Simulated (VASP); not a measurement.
# Ag (P6_3/mmc) in VASP: further runs

Ag is run at these levels: PBE; tasks: electric field gradients.

Everything below comes from runs of VASP 6.6.1. Logs are shortened: lines on timing, memory, paths and dates and some standing lists are left out, and cuts for length are marked.

## (1) The cell of the first run

Symmetry: P6_3/mmc, No. 194, hexagonal system. Conventional cell: a = 2.877 Å, b = 2.877 Å, c = 9.967 Å, α = 90.00°, β = 90.00°, γ = 120.00°. Within 3.8 Å of Ag (site symmetry -6m2) lie 12 Ag at 2.88 to 2.99 Å. Within 3.8 Å of Ag (site symmetry -3m) lie 12 Ag at 2.88 to 2.99 Å.

## (2) Electric field gradients, PBE (volume scaled by 0.99)

File INCAR:

```
PREC = Accurate
ENCUT = 520
EDIFF = 1E-8
ISMEAR = -1
SIGMA = 0.08
LREAL = False
LASPH = True
NELM = 80
ALGO = Normal
ISIF = 2
LWAVE = False
LCHARG = False
GGA = PE
LEFG = True
NBANDS = 30
```

File KPOINTS:

```
Automatic mesh
0
Gamma
  14 14 4
```

File POSCAR:

```
Ag
1.0
    2.8765459973      0.0000000000      0.0000000000
   -1.4382729987      2.4911619089      0.0000000000
    0.0000000000      0.0000000000      9.9665549341
Ag
4
Direct
    0.3333333333      0.6666666667      0.2500000000
    0.6666666667      0.3333333333      0.7500000000
    0.0000000000      0.0000000000      0.0000000000
    0.0000000000      0.0000000000      0.5000000000
```

Potentials or basis: VASP PAW PBE potentials, release 64 (Ag).

Started as:

```console
$ cat potpaw_PBE.64/Ag/POTCAR > POTCAR
$ mpirun -np 1 vasp_std > vasp.out
```

OUTCAR:

```text
PREC = Accurate
   ENCUT = 520
   EDIFF = 1E-8
   ISMEAR = -1
   LREAL = False
   LASPH = True
   NELM = 80
   ISIF = 2
   GGA = PE

 ion  position               nearest neighbor table
   1  0.333  0.667  0.250-   3 2.99   4 2.99   3 2.99   4 2.99   3 2.99   4 2.99
   2  0.667  0.333  0.750-   3 2.99   4 2.99   3 2.99   4 2.99   3 2.99   4 2.99
   3  0.000  0.000  0.000-   1 2.99   2 2.99   2 2.99   1 2.99   2 2.99   1 2.99
   4  0.000  0.000  0.500-   1 2.99   2 2.99   2 2.99   1 2.99   2 2.99   1 2.99

  LATTYP: Found a hexagonal cell.
 ALAT       =     2.8765459973
 C/A-ratio  =     3.4647646669

  Lattice vectors:

 A1 = (   2.8765459973,   0.0000000000,   0.0000000000)
 A2 = (  -1.4382729987,   2.4911619089,   0.0000000000)
 A3 = (   0.0000000000,   0.0000000000,   9.9665549341)

Analysis of symmetry for initial positions (statically):
=====================================================================
 Subroutine PRICEL returns:
 Original cell was already a primitive cell.

 Routine SETGRP: Setting up the symmetry group for a
 hexagonal supercell.

 Subroutine GETGRP returns: Found 24 space group operations
 (whereof 12 operations were pure point group operations)
 out of a pool of 24 trial point group operations.

The static configuration has the point symmetry D_3d.
 The point group associated with its full space group is D_6h.

Analysis of symmetry for dynamics (positions and initial velocities):
=====================================================================
 Subroutine PRICEL returns:
 Original cell was already a primitive cell.

 Routine SETGRP: Setting up the symmetry group for a
 hexagonal supercell.

 Subroutine GETGRP returns: Found 24 space group operations
 (whereof 12 operations were pure point group operations)
 out of a pool of 24 trial point group operations.

The dynamic configuration has the point symmetry D_3d.
 The point group associated with its full space group is D_6h.

 Subroutine INISYM returns: Found 24 space group operations
 (whereof 12 operations are pure point group operations),
 and found     1 'primitive' translations

----------------------------------------------------------------------------------------

                                     Primitive cell

  volume of cell :      71.4198

  direct lattice vectors                    reciprocal lattice vectors
     2.876545997  0.000000000  0.000000000     0.347639148  0.200709556  0.000000000
    -1.438272999  2.491161909  0.000000000     0.000000000  0.401419111  0.000000000
     0.000000000  0.000000000  9.966554934     0.000000000  0.000000000  0.100335573

  length of vectors
     2.876545997  2.876545997  9.966554934     0.401419111  0.401419111  0.100335573

  position of ions in fractional coordinates (direct lattice)
     0.333333333  0.666666667  0.250000000
     0.666666667  0.333333333  0.750000000
     0.000000000  0.000000000  0.000000000
     0.000000000  0.000000000  0.500000000

  ion indices of the primitive-cell ions
   primitive index   ion index
                 1           1
                 2           2
                 3           3
                 4           4

----------------------------------------------------------------------------------------

 KPOINTS: Automatic mesh

Automatic generation of k-mesh.
 Grid dimensions read from file:
 generate k-points for:   14   14    4

 Generating k-lattice:

  Cartesian coordinates                     Fractional coordinates (reciprocal lattice)
     0.024831368  0.014336397  0.000000000     0.071428571  0.000000000  0.000000000
     0.000000000  0.028672794  0.000000000     0.000000000  0.071428571  0.000000000
     0.000000000  0.000000000  0.025083893     0.000000000  0.000000000  0.250000000

  Length of vectors
     0.028672794  0.028672794  0.025083893

  Shift w.r.t. Gamma in fractional coordinates (k-lattice)
     0.000000000  0.000000000  0.000000000

 Subroutine IBZKPT returns following result:
 ===========================================

 Found     72 irreducible k-points:

 Following reciprocal coordinates:
            Coordinates               Weight
  0.000000  0.000000  0.000000      1.000000
  0.071429  0.000000  0.000000      6.000000
  0.142857  0.000000  0.000000      6.000000
  0.214286  0.000000  0.000000      6.000000
  0.285714  0.000000  0.000000      6.000000
  0.357143 -0.000000  0.000000      6.000000
[... 16 lines left out ...]
  0.285714  0.285714  0.000000      6.000000
  0.357143  0.285714  0.000000      6.000000
 [... further k-points ...]
   k-points           NKPTS =     72   k-points in BZ     NKDIM =     72   number of bands    NBANDS=     30
   number of dos      NEDOS =    301   number of ions     NIONS =      4
   total plane-waves  NPLWV =  46080
   dimension x,y,z NGX =    24 NGY =   24 NGZ =   80
   dimension x,y,z NGXF=    48 NGYF=   48 NGZF=  160
   ions per type =               4
   NGX,Y,Z   is equivalent  to a cutoff of  13.87, 13.87, 13.34 a.u.
   NGXF,Y,Z  is equivalent  to a cutoff of  27.74, 27.74, 26.69 a.u.
 SYSTEM =  unknown system
   PREC   = accura    normal or accurate (medium, high low for compatibility)
   ISTART =      0    job   : 0-new  1-cont  2-samecut
   ICHARG =      2    charge: 1-file 2-atom 10-const
   ISPIN  =      1    spin polarized calculation?
   LNONCOLLINEAR =      F non collinear calculations
   LSORBIT =      F    spin-orbit coupling
   LASPH  =      T    aspherical Exc in radial PAW
   ENCUT  =  520.0 eV  38.22 Ry    6.18 a.u.   5.35  5.35 18.53*2*pi/ulx,y,z
   NELM   =     80;   NELMIN=  2; NELMDL= -5     # of ELM steps
   EDIFF  = 0.1E-07   stopping-criterion for ELM
   LREAL  =      F    real-space projection
   EDIFFG = 0.1E-06   stopping-criterion for IOM
   NSW    =      0    number of steps for IOM
   IBRION =     -1    ionic relax: 0-MD 1-quasi-New 2-CG
   NFREE  =      0    steps in history (QN), initial steepest desc. (CG)
   ISIF   =      2    stress and relaxation
   ISYM   =      2    0-nonsym 1-usesym 2-fastsym
   POTIM  = 0.5000    time-step for ionic-motion
   TEBEG  =    0.0;   TEEND  =   0.0 temperature during run
   PSTRESS=    0.0 pullay stress
   NELECT =      44.0000    total number of electrons
   NUPDOWN=      -1.0000    fix difference up-down
   EMIN   =  10.00;   EMAX   =-10.00  energy-range for DOS
   EFERMI =   0.00;   METHOD = LEGACY
   ISMEAR =    -1;   SIGMA  =   0.08  broadening in eV -4-tet -1-fermi 0-gaus
   EFERMI_NEDOS =   21; number of points for ismear=-14 and -15
   IALGO  =     38    algorithm
   IMIX   =      4    mixing-type and parameters
     AMIX     =   0.40;   BMIX     =  1.00
     AMIX_MAG =   1.60;   BMIX_MAG =  1.00
  volume/ion in A,a.u.               =      17.85       120.49
  Fermi-wavevector in a.u.,A,eV,Ry     =   1.393006  2.632399 26.401633  1.940465
  Thomas-Fermi vector in A             =   2.516694
   LORBIT       =      0    0 simple, 1 ext, 2 COOP (PROOUT), +10 PAW based schemes
   GGA     = PE    functional components
   LHFCALC =     F    Hartree Fock is set to
   AEXX    =    0.0000 exact exchange contribution
   IVDW    =     0    specifies the selected vdW correction
   LEPSILON=     F    determine dielectric tensor
   LRPA    =     F    only Hartree local field effects (RPA)
 non-spin polarized calculation
  energy-cutoff  :      520.00
  volume of cell :       71.42
 maximum number of plane-waves:      1969
 NGX is ok and might be reduce to    24
   NGX = 11   NGY = 11   NGZ = 37

 number of electron      44.0000001 magnetization

 Free energy of the ion-electron system (eV)
  ---------------------------------------------------
  ext. energy  EPLUGINS =         0.00000000
  ---------------------------------------------------
  free energy    TOTEN  =       -10.82372314 eV

  energy without entropy =      -10.79597805  energy(sigma->0) =      -10.80985059

 E-fermi :   7.7877     XC(G=0): -11.9330

 val. band max:        7.7532085587   @ k =   0.2143   0.0714   0.5000
 cond. band min:       7.7895684606   @ k =   0.4286   0.0714   0.2500
 fundamental gap:      0.0363599019
 Fermi energy:         7.7877113079

 k-point     1 :       0.0000    0.0000    0.0000
  band No.  band energies     occupation
      1       0.3690      2.00000
      2       1.5355      2.00000
      3       1.5386      2.00000
      4       1.6209      2.00000
      5       2.9326      2.00000
      6       3.1755      2.00000
[... 781 lines left out ...]
     29      14.3883      0.00000
     30      16.6068      0.00000

 [... further k-points ...]
[... 5 lines left out ...]
  --------------------------------------------------------------------------------------
  -------------------------------------------------------------------------------------
  Total        0.9524595      0.9524595     -1.3545918     -0.0000000      0.0000000      0.0000000
  in kB       21.3667637     21.3667637    -30.3878997     -0.0000000      0.0000000      0.0000000
  external PRESSURE =       4.1152092 kB  Pullay stress =       0.0000000 kB

 VOLUME and BASIS-vectors are now :
 -----------------------------------------------------------------------------
  energy-cutoff  :      520.00
  volume of cell :       71.42
      direct lattice vectors                 reciprocal lattice vectors
     2.876545997  0.000000000  0.000000000     0.347639148  0.200709556  0.000000000
    -1.438272999  2.491161909  0.000000000     0.000000000  0.401419111  0.000000000
     0.000000000  0.000000000  9.966554934     0.000000000  0.000000000  0.100335573

 POSITION                                       TOTAL-FORCE (eV/Angst)
 -----------------------------------------------------------------------------------
     -0.00000      1.66077      2.49164        -0.000000     -0.000000     -0.000000
      1.43827      0.83039      7.47492         0.000000      0.000000      0.000000
      0.00000      0.00000      0.00000        -0.000000     -0.000000      0.000000
      0.00000      0.00000      4.98328        -0.000000     -0.000000      0.000000
 -----------------------------------------------------------------------------------
    total drift:                               -0.000000      0.000000     -0.000000

  FREE ENERGIE OF THE ION-ELECTRON SYSTEM (eV)
  ---------------------------------------------------
  free  energy   TOTEN  =       -10.8237231364 eV

  energy  without entropy=      -10.7959780458  energy(sigma->0) =      -10.80985059

 Electric field gradients (V/A^2)
---------------------------------------------------------------------
 ion       V_xx      V_yy      V_zz      V_xy      V_xz      V_yz
---------------------------------------------------------------------
   1      -5.409    -5.409    10.818    -0.000     0.000    -0.000
   2      -5.409    -5.409    10.818    -0.000     0.000    -0.000
   3      -4.851    -4.851     9.701    -0.000     0.000    -0.000
   4      -4.851    -4.851     9.701    -0.000    -0.000     0.000
---------------------------------------------------------------------

 Electric field gradients after diagonalization (V/A^2)
 (convention: |V_zz| > |V_xx| > |V_yy|)
----------------------------------------------------------------------
 ion       V_xx      V_yy      V_zz     asymmetry (V_yy - V_xx)/ V_zz
----------------------------------------------------------------------
   1      -5.409    -5.409    10.818       0.000
   2      -5.409    -5.409    10.818       0.000
   3      -4.851    -4.850     9.701       0.000
   4      -4.851    -4.850     9.701       0.000
----------------------------------------------------------------------

           NMR quadrupolar parameters

 Cq : quadrupolar parameter    Cq=e*Q*V_zz/h
 eta: asymmetry parameters     (V_yy - V_xx)/ V_zz
 Q  : nuclear electric quadrupole moment in mb (millibarn)
----------------------------------------------------------------------
 ion       Cq(MHz)       eta       Q (mb)
----------------------------------------------------------------------
   1       0.026       0.000       1.000
   2       0.026       0.000       1.000
   3       0.023       0.000       1.000
   4       0.023       0.000       1.000
----------------------------------------------------------------------
```

Run time: 2.5 min. Hardware: 1 thread of Intel Xeon Platinum 8259CL at 2.50GHz (Skylake/Cascade Lake), shared host; peak memory 0.26 GiB.

What came out:

```
Free energy            : -10.8237 eV
Pressure               : 0.4 GPa
Band gap on the k mesh : zero (band 22 reaches 10.87 eV, above the bottom of band 23 at 4.73 eV)
```

Levels at points of the mesh, in eV from the Fermi level:
```
           k point  band 18  band 19  band 20  band 21  band 22  band 23  band 24  band 25  band 26  band 27
(0.00, 0.00, 0.00)    -3.46    -3.46    -3.34    -3.34    -3.03    -3.03    -0.64     2.62     9.60     9.60
(0.50, 0.00, 0.00)    -2.76    -2.75    -2.72     0.06     0.88     1.17     1.70     4.28     4.30     6.89
(0.00, 0.00, 0.50)    -3.63    -3.14    -3.14    -3.14    -3.14    -2.58    -2.58     5.31     5.31    13.89
(0.50, 0.00, 0.50)    -2.79    -2.73    -2.73     0.44     0.44     1.54     1.54     4.61     4.61     6.10
```

Electric field gradients, principal values (V/Å²):
```csv
atom,least,middle,greatest (by size)
1 Ag,-5.409,-5.409,10.818
2 Ag,-5.409,-5.409,10.818
3 Ag,-4.850,-4.851,9.701
4 Ag,-4.850,-4.851,9.701
```

Caveat: without QUAD_EFG the Cq values of the log hold for a quadrupole moment of 1 mb, not for the nuclei.

(Continued in part 2 of 3.)
